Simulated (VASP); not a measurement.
# BP (F-43m) in VASP: a series of runs

The runs below take BP through relaxation of cell and atoms, with LDA.

Program: VASP 6.6.1. These are calculated values, not measurements. Logs are shortened: lines on timing, memory, paths and dates and some standing lists are left out, and cuts for length are marked.

## 1. The cell of the first run

Symmetry: F-43m, No. 216, cubic system. The conventional cell has a = 4.491 Å, b = 4.491 Å, c = 4.491 Å, α = 90.00°, β = 90.00°, γ = 90.00°. Within 2.6 Å of B (site symmetry -43m) lie 4 P at 1.94 Å. P (site symmetry -43m) has 4 B at 1.94 Å within 2.6 Å.

## 2. Relaxation of cell and atoms, LDA, target pressure 10 GPa, at which the enthalpy is minimised

INCAR

```
PREC = Accurate
ENCUT = 600
EDIFF = 1E-6
ISMEAR = 0
SIGMA = 0.01
LREAL = F
LASPH = T
NELM = 100
ALGO = Normal
ISIF = 3
LWAVE = F
LCHARG = F
GGA = CA
IBRION = 2
NSW = 100
EDIFFG = -0.002
PSTRESS = 100.0
```

KPOINTS

```
Automatic mesh
0
Gamma
  8 8 8
```

POSCAR

```
BP
1.0
    2.2453823381      2.2453823381      0.0000000000
   -2.2453823381      2.2453823381      0.0000000000
    0.0000000000      2.2453823381      2.2453823381
B P
1 1
Direct
    0.0000000000      0.0000000000      0.0000000000
    0.7500000000      0.2500000000      0.5000000000
```

Potentials or basis: VASP PAW LDA potentials, release 64 (B, P).

Command:

```bash
$ cat potpaw_LDA.64/B/POTCAR potpaw_LDA.64/P/POTCAR > POTCAR
$ mpirun -np 1 vasp_std > vasp.out
```

OUTCAR:

```text
PREC = Accurate
   ENCUT = 600
   EDIFF = 1E-6
   ISMEAR = 0
   LREAL = F
   LASPH = T
   NELM = 100
   ISIF = 3
   GGA = CA
   IBRION = 2
   NSW = 100
   EDIFFG = -0.002
   PSTRESS = 100.0

 ion  position               nearest neighbor table
   1  0.000  0.000  0.000-   2 1.94   2 1.94   2 1.94   2 1.94
   2  0.750  0.250  0.500-   1 1.94   1 1.94   1 1.94   1 1.94

  LATTYP: Found a face centered cubic cell.
 ALAT       =     4.4907646762

  Lattice vectors:

 A1 = (   0.0000000000,   2.2453823381,   2.2453823381)
 A2 = (   2.2453823381,   0.0000000000,   2.2453823381)
 A3 = (   2.2453823381,   2.2453823381,   0.0000000000)

Analysis of symmetry for initial positions (statically):
=====================================================================
 Subroutine PRICEL returns:
 Original cell was already a primitive cell.

 Routine SETGRP: Setting up the symmetry group for a
 face centered cubic supercell.

 Subroutine GETGRP returns: Found 24 space group operations
 (whereof 24 operations were pure point group operations)
 out of a pool of 48 trial point group operations.

The static configuration has the point symmetry T_d .

Analysis of symmetry for dynamics (positions and initial velocities):
=====================================================================
 Subroutine PRICEL returns:
 Original cell was already a primitive cell.

 Routine SETGRP: Setting up the symmetry group for a
 face centered cubic supercell.

 Subroutine GETGRP returns: Found 24 space group operations
 (whereof 24 operations were pure point group operations)
 out of a pool of 48 trial point group operations.

The dynamic configuration has the point symmetry T_d .

 Subroutine INISYM returns: Found 24 space group operations
 (whereof 24 operations are pure point group operations),
 and found     1 'primitive' translations

----------------------------------------------------------------------------------------

                                     Primitive cell

  volume of cell :      22.6413

  direct lattice vectors                    reciprocal lattice vectors
     2.245382338  2.245382338  0.000000000     0.222679226  0.222679226 -0.222679226
    -2.245382338  2.245382338  0.000000000    -0.222679226  0.222679226 -0.222679226
     0.000000000  2.245382338  2.245382338     0.000000000  0.000000000  0.445358451

  length of vectors
     3.175450155  3.175450155  3.175450155     0.385691732  0.385691732  0.445358451
[... 88 lines left out ...]
   ISYM   =      2    0-nonsym 1-usesym 2-fastsym
   POTIM  = 0.5000    time-step for ionic-motion
   TEBEG  =    0.0;   TEEND  =   0.0 temperature during run
   PSTRESS=  100.0 pullay stress
   NELECT =       8.0000    total number of electrons
   NUPDOWN=      -1.0000    fix difference up-down
   EMIN   =  10.00;   EMAX   =-10.00  energy-range for DOS
   EFERMI =   0.00;   METHOD = LEGACY
   ISMEAR =     0;   SIGMA  =   0.01  broadening in eV -4-tet -1-fermi 0-gaus
   EFERMI_NEDOS =   21; number of points for ismear=-14 and -15
   IALGO  =     38    algorithm
   IMIX   =      4    mixing-type and parameters
     AMIX     =   0.40;   BMIX     =  1.00
     AMIX_MAG =   1.60;   BMIX_MAG =  1.00
  volume/ion in A,a.u.               =      11.32        76.40
  Fermi-wavevector in a.u.,A,eV,Ry     =   1.157367  2.187107 18.224990  1.339499
  Thomas-Fermi vector in A             =   2.293979
   LORBIT       =      0    0 simple, 1 ext, 2 COOP (PROOUT), +10 PAW based schemes
   GGA     = CA    functional components
   LHFCALC =     F    Hartree Fock is set to
   AEXX    =    0.0000 exact exchange contribution
   IVDW    =     0    specifies the selected vdW correction
   LEPSILON=     F    determine dielectric tensor
   LRPA    =     F    only Hartree local field effects (RPA)
 conjugate gradient relaxation of ions
 non-spin polarized calculation
 Gauss-broadening in eV      SIGMA  =   0.01
  energy-cutoff  :      600.00
  volume of cell :       22.64
 maximum number of plane-waves:       775
 NGX is ok and might be reduce to    28
   NGX = 13   NGY = 13   NGZ = 13

--------------------------------------- Ionic step        1  -------------------------------------------

 number of electron       8.0000001 magnetization

 Free energy of the ion-electron system (eV)
  ---------------------------------------------------
  ext. energy  EPLUGINS =         0.00000000
  ---------------------------------------------------
  free energy    TOTEN  =       -14.39905899 eV

  energy without entropy =      -14.39905899  energy(sigma->0) =      -14.39905899

------------------------ aborting loop because EDIFF is reached ----------------------------------------

  FORCE on cell =-STRESS in cart. coord.  units (eV):
  Direction    XX          YY          ZZ          XY          YZ          ZX
  --------------------------------------------------------------------------------------
  -------------------------------------------------------------------------------------
  Total       -0.0172868     -0.0172868     -0.0172868      0.0000000      0.0000000      0.0000000
  in kB       -1.2232740     -1.2232740     -1.2232740      0.0000000      0.0000000      0.0000000
  external PRESSURE =    -101.2232740 kB  Pullay stress =     100.0000000 kB
[... 177 lines left out ...]
--------------------------------------- Ionic step        6  -------------------------------------------

 number of electron       8.0000000 magnetization

 Free energy of the ion-electron system (eV)
  ---------------------------------------------------
  ext. energy  EPLUGINS =         0.00000000
  ---------------------------------------------------
  free energy    TOTEN  =       -14.36491079 eV

  energy without entropy =      -14.36491079  energy(sigma->0) =      -14.36491079

 E-fermi :   8.4832     XC(G=0): -11.4368

 val. band max:        8.4340204415   @ k =   0.0000   0.0000   0.0000
 cond. band min:       9.5640874704   @ k =  -0.3750   0.3750   0.0000
 fundamental gap:      1.1300670289
 Fermi energy:         8.4832089107

 k-point     1 :       0.0000    0.0000    0.0000
  band No.  band energies     occupation
      1      -7.7123      2.00000
      2       8.4340      2.00000
      3       8.4340      2.00000
      4       8.4340      2.00000
      5      11.9564      0.00000
      6      11.9564      0.00000
      7      11.9564      0.00000
      8      17.1126      0.00000
[... 243 lines left out ...]
 k-point    24 :       0.5000    0.2500    0.1250
  band No.  band energies     occupation
      1      -3.3444      2.00000
      2      -0.5114      2.00000
      3       3.6792      2.00000
      4       5.0723      2.00000
      5      12.5580      0.00000
      6      13.9084      0.00000
      7      17.2391      0.00000
      8      18.6551      0.00000

 [... further k-points ...]
[... 5 lines left out ...]
  --------------------------------------------------------------------------------------
  -------------------------------------------------------------------------------------
  Total        1.3403251      1.3403251      1.3403251      0.0000000     -0.0000000      0.0000000
  in kB       99.9477649     99.9477649     99.9477649      0.0000000     -0.0000000      0.0000000
  external PRESSURE =      -0.0522351 kB  Pullay stress =     100.0000000 kB
[... 21 lines left out ...]
  energy  without entropy=      -14.3649107883  energy(sigma->0) =      -14.36491079

  enthalpy is  TOTEN    =       -13.0238851640 eV   P V=        1.3410256243

 reached required accuracy - stopping structural energy minimisation
```

OSZICAR:

```text
N       E                     dE             d eps       ncg     rms          rms(c)
DAV:   1     0.112361995627E+02    0.11236E+02   -0.44462E+03   464   0.101E+03
DAV:   2    -0.149997419742E+02   -0.26236E+02   -0.24715E+02   736   0.117E+02
DAV:   3    -0.152991353975E+02   -0.29939E+00   -0.29939E+00   568   0.165E+01
DAV:   4    -0.152998661524E+02   -0.73075E-03   -0.73075E-03   736   0.801E-01
[... 38 lines left out ...]
   5 F= -.13023883E+02 E0= -.13023883E+02  d E =-.178603E-05
       N       E                     dE             d eps       ncg     rms          rms(c)
DAV:   1    -0.143649124682E+02    0.57102E-03   -0.55838E-05   528   0.610E-02    0.103E-02
DAV:   2    -0.143649111501E+02    0.13181E-05   -0.26976E-06   552   0.109E-02    0.577E-03
DAV:   3    -0.143649107883E+02    0.36179E-06   -0.80713E-07   248   0.536E-03
   6 F= -.13023885E+02 E0= -.13023885E+02  d E =-.439811E-05
```

Wall time 11 s (1 thread of Intel Xeon 6975P-C (Granite Rapids), shared host); peak memory 0.14 GiB.

What came out:

```
Free energy                                            : -14.3649 eV
Relaxed volume                                         : 10.74 Å³/atom
Relaxed cell                                           : a = 3.120 Å, b = 3.120 Å, c = 3.120 Å, α = 60.00°, β = 60.00°, γ = 90.00°
Space group after relaxing (to 0.05 Å)                 : F-43m (No. 216)
Energy change on relaxing (the enthalpy is what falls) : +17.1 meV/atom
Ionic steps                                            : 6
Pressure after relaxing                                : 10.0 GPa
Band gap on the k mesh                                 : 1.13 eV, indirect (least direct gap 3.52 eV)
```

The path:
```tsv
step	energy change (eV)	largest force (eV/Å)	pressure (GPa)	volume (Å³)
1	0.0000	0.0000	-0.12	22.64
2	0.1442	0.0000	22.32	20.38
3	0.0335	0.0000	9.90	21.50
4	0.0349	0.0000	10.11	21.47
5	0.0336	0.0000	9.91	21.49
6	0.0341	0.0000	9.99	21.49
```

Final structure:
```
B P
1.0
     2.20651    2.20651    0.00000
    -2.20651    2.20651    0.00000
     0.00000    2.20651    2.20651
B P
1 1
Direct
  0.00000 0.00000 0.00000
  0.75000 0.25000 0.50000
```

Caveat: the cell is relaxed towards a set pressure, so the enthalpy falls and the energy may rise. LDA gaps usually lie below the measured ones, often by a third to a half.

## 3. Relaxation of cell and atoms, LDA, target pressure 15 GPa, at which the enthalpy is minimised

INCAR

```
SYSTEM = BP
  PREC = Accurate
  ENCUT = 600
  EDIFF = 1E-6
  ISMEAR = 0
  SIGMA = 0.01
  LREAL = .False.
  LASPH = .True.
  NELM = 80
  ALGO = Normal
  ISIF = 3
  LWAVE = .False.
  LCHARG = .False.
  GGA = CA
  IBRION = 2
  NSW = 100
  EDIFFG = -0.002
  PSTRESS = 150.0
```

KPOINTS

```
regular mesh
0
Gamma
  8 8 8
  0 0 0
```

POSCAR is that of step 2.

Potentials or basis: VASP PAW LDA potentials, release 64 (B, P).

Command:

```bash
$ cat potpaw_LDA.64/B/POTCAR potpaw_LDA.64/P/POTCAR > POTCAR
$ mpirun -np 1 vasp_std > vasp.out
```

It took 11 s on 1 thread of Intel Xeon 6975P-C (Granite Rapids), shared host; peak memory 0.13 GiB.

It converged, with:

- Free energy: -14.3278 eV
- Relaxed volume: 10.50 Å³/atom
- Relaxed cell: a = 3.097 Å, b = 3.097 Å, c = 3.097 Å, α = 60.00°, β = 60.00°, γ = 90.00°
- Space group after relaxing (to 0.05 Å): F-43m (No. 216)
- Energy change on relaxing (the enthalpy is what falls): +35.6 meV/atom
- Ionic steps: 5
- Pressure after relaxing: 15.0 GPa
- Band gap on the k mesh: 1.10 eV, indirect (least direct gap 3.57 eV)

Step by step:
```tsv
step	energy change (eV)	largest force (eV/Å)	pressure (GPa)	volume (Å³)
1	0.0000	0.0000	-0.12	22.64
2	0.3393	0.0000	37.18	19.32
3	0.0691	0.0000	14.71	21.03
4	0.0720	0.0000	15.04	21.00
5	0.0713	0.0000	14.99	21.01
```

Final structure:
```
CELL_PARAMETERS angstrom
2.19002 2.19002 0.00000
-2.19002 2.19002 0.00000
0.00000 2.19002 2.19002
ATOMIC_POSITIONS crystal
B 0.00000 0.00000 0.00000
P 0.75000 0.25000 0.50000
```

Levels at points of the mesh, in eV from the valence-band top:
| k point | band 1 | band 2 | band 3 | band 4 | band 5 | band 6 | band 7 | band 8 |
| --- | --- | --- | --- | --- | --- | --- | --- | --- |
| (0.00, 0.00, 0.00) | -16.36 | 0.00 | 0.00 | 0.00 | 3.57 | 3.57 | 3.57 | 9.04 |
| (0.50, 0.00, 0.00) | -12.60 | -9.79 | -1.87 | -1.87 | 4.45 | 4.76 | 4.76 | 10.31 |
| (0.50, 0.50, 0.00) | -10.96 | -9.04 | -4.49 | -4.49 | 1.10 | 1.48 | 13.02 | 13.02 |

Caveat: the cell is relaxed towards a set pressure, so the enthalpy falls and the energy may rise. LDA gaps usually lie below the measured ones, often by a third to a half.
